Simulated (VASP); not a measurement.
Set up this calculation in VASP 6.6.1, as the native input.

| Property | Result |
| --- | --- |
| Task | single point |
| Functional | PBE |
| Potentials or basis | VASP PAW PBE potentials, release 64 (Cu) |
| Cutoff | 520 eV |
| k mesh | 19 × 19 × 19 |
| Occupations | fermi-dirac, width 0.08 eV |
| Spin | no spin polarisation |
| Dipole correction | no |
| Further INCAR settings | ALGO = Normal; EDIFF = 1e-06; NBANDS = 12 |

The structure of Cu lies in POSCAR:

```
Cu
1.0
    0.0000000000      1.8617250000      1.8075000000
    1.8617250000      0.0000000000      1.8075000000
    1.8617250000      1.8617250000      0.0000000000
Cu
1
Direct
    0.0000000000      0.0000000000      0.0000000000
```

This cell differs from its parent crystal: equal xx and yy strain of +3 %.

These files were run (other wordings do the same):

INCAR

```
SYSTEM = Cu
  PREC = Accurate
  ENCUT = 520
  EDIFF = 1E-6
  ISMEAR = -1
  SIGMA = 0.08
  LREAL = .FALSE.
  LASPH = .TRUE.
  NELM = 100
  ALGO = Normal
  ISIF = 2
  LWAVE = .FALSE.
  LCHARG = .FALSE.
  GGA = PE
  NBANDS = 12
```

KPOINTS

```
Automatic mesh
0
G
  19 19 19
  0 0 0
```

Potentials or basis: VASP PAW PBE potentials, release 64 (Cu).

Launch:

```console
$ cat potpaw_PBE.64/Cu/POTCAR > POTCAR
$ mpirun -np 1 vasp_std > vasp.out
```

It gave:

| Property | Result |
| --- | --- |
| Pressure | -5.3 GPa |

Caveat: the cell differs from its parent crystal (equal xx and yy strain of +3 %).

It took 24 s on 1 thread of Intel(R) Xeon(R) 6975P-C (Granite Rapids) (shared host), peak memory 0.19 GiB.
